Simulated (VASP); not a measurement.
Input of a VASP 6.6.1 run:

File INCAR:

```
ALGO = Normal ; EDIFF = 1E-6
ENCUT = 520 ; GGA = PE
ISIF = 2 ; ISMEAR = 0
LASPH = True ; LCHARG = True
LELF = True ; LREAL = False
LVHAR = True ; LWAVE = False
NBANDS = 24 ; NELM = 60
PREC = Accurate ; SIGMA = 0.1
```

The input KPOINTS:

```
k-points
0
Gamma
  6 6 10
```

File POSCAR:

```
Mg3NbO2
1.0
    6.3587424133      0.0000000000      0.0000000000
   -3.1793712067      5.5068324661      0.0000000000
    0.0000000000      0.0000000000      4.0292087163
Mg Nb O
3 1 2
Direct
    0.5214891910      0.4785108090      0.5000000000
    0.5214891910      0.0429783821      0.5000000000
    0.9570216179      0.4785108090      0.5000000000
    0.3333333333      0.6666666667      0.0000000000
    0.3333333333      0.6666666667      0.5000000000
    0.0000000000      0.0000000000      0.0000000000
```

Potentials or basis: VASP PAW PBE potentials, release 64 (Mg, Nb_sv, O).

The run is started by

```bash
$ cat potpaw_PBE.64/Mg/POTCAR potpaw_PBE.64/Nb_sv/POTCAR potpaw_PBE.64/O/POTCAR > POTCAR
$ mpirun -np 1 vasp_std > vasp.out
```

(1) Estimate the largest force.

(2) Predict the pressure.

Results:

(1) 0.010 eV/Å.

(2) -0.2 GPa.

Caveat: an odd number of electrons without spin polarisation forces a metal; a magnetic or distorted state may lie lower.
